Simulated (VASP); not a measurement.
Write the native input for VASP 6.6.1 that does the following.

* Task: relaxation of cell and atoms
* Functional: BLYP
* Dispersion: D3(BJ)
* Potentials or basis: VASP PAW PBE potentials, release 64 (Te)
* Cutoff: 600 eV
* k mesh: 9 × 9 × 9
* Occupations: fermi-dirac, width 0.05 eV
* Spin: no spin polarisation
* Dipole correction: no
* Further INCAR settings: ALGO = Normal; EDIFF = 1e-06; IBRION = 2; EDIFFG = -0.02; NSW = 80; ISIF = 3

The structure of Te lies in POSCAR:

```
Te
1.0
    2.3059043400      1.3313144900      1.6909537000
   -2.3059043400      1.3313144900      1.6909537000
    0.0000000000     -2.6626289900      1.6909537000
Te
1
Direct
    0.5000000026      0.5000000026      0.5000000007
```

The input as run:

INCAR

```
SYSTEM = Te
AGGAC    = 1.0          
AGGAX    = 1.0          
ALDAC    = 0.0          
ALDAX    = 1.0          
ALGO     = Normal         ! electronic algorithm
EDIFF    = 1E-6           ! SCF threshold, eV
EDIFFG   = -0.02          ! ionic threshold
ENCUT    = 600            ! plane-wave cutoff, eV
GGA      = B5             ! functional
IBRION   = 2              ! ionic algorithm
ISIF     = 3              ! what is computed and relaxed
ISMEAR   = -1             ! smearing method
IVDW     = 12             ! dispersion correction
LASPH    = .TRUE.         ! aspherical terms in the spheres
LCHARG   = .FALSE.        ! write CHGCAR
LREAL    = .FALSE.        ! projectors in reciprocal space
LWAVE    = .FALSE.        ! write WAVECAR
NELM     = 60             ! most SCF steps
NSW      = 80             ! ionic steps
PREC     = Accurate       ! precision mode
SIGMA    = 0.05           ! smearing width, eV
VDW_A1   = 0.4298       
VDW_A2   = 4.2359       
VDW_S6   = 1.0          
VDW_S8   = 2.6996
```

KPOINTS

```
k-points
0
G
  9 9 9
  0 0 0
```

Potentials or basis: VASP PAW PBE potentials, release 64 (Te).

The run is started by

```sh
$ cat potpaw_PBE.64/Te/POTCAR > POTCAR
$ mpirun -np 1 vasp_std > vasp.out
```

Results of the run:

* Relaxed volume: 32.07 Å³/atom
* Relaxed cell: a = 3.179 Å, b = 3.179 Å, c = 3.179 Å, α = 92.00°, β = 92.00°, γ = 92.00°
* Space group after relaxing (to 0.05 Å): R-3m (No. 166)
* Energy gained by relaxing: 5.1 meV/atom
* Ionic steps: 11
* Pressure after relaxing: 0.0 GPa
* Band gap on the k mesh: zero (band 3 reaches 9.54 eV, above the bottom of band 4 at 4.45 eV)
* Dispersion energy per atom: -1.066 eV

Caveat: the PAW data sets were made with another functional, which shifts forces and pressure a little; spin-orbit coupling is left out, which moves the levels of the heavy elements; pairwise dispersion overbinds metals, which lowers pressure and volume.

Wall time 2 min on 1 thread of AMD EPYC 7R13 Processor (Zen 3) (shared host), peak memory 0.16 GiB.
